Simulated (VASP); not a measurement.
Here is a VASP 6.6.1 calculation.

The input INCAR:

```
SYSTEM = Sb
PREC = Accurate
ENCUT = 520
EDIFF = 1E-6
ISMEAR = 0
SIGMA = 0.1
LREAL = .FALSE.
LASPH = .TRUE.
NELM = 60
ALGO = Normal
ISIF = 2
LWAVE = .FALSE.
LCHARG = .TRUE.
GGA = PE
LELF = .TRUE.
LVHAR = .TRUE.
NBANDS = 18
```

The input KPOINTS:

```
regular mesh
0
G
  12 12 4
  0 0 0
```

The input POSCAR:

```
Sb
1.0
    3.3576928570      0.0000000000      0.0000000000
   -1.6788464285      2.9078473123      0.0000000000
    0.0000000000      0.0000000000     11.2353993667
Sb
4
Direct
    0.0000000000      0.0000000000      0.0000000000
    0.3333333333      0.6666666667      0.2500000000
    0.0000000000      0.0000000000      0.5000000000
    0.6666666667      0.3333333333      0.7500000000
```

Potentials or basis: VASP PAW PBE potentials, release 64 (Sb).

Command:

```sh
$ cat potpaw_PBE.64/Sb/POTCAR > POTCAR
$ mpirun -np 1 vasp_std > vasp.out
```

Problem. Estimate the pressure.

Solution. -0.1 GPa.

Problem. Estimate the band gap on the k mesh.

Solution. Zero (bands 10 and 11 overlap by 6.96 eV).

Caveat: spin-orbit coupling is left out, which moves the levels of the heavy elements.
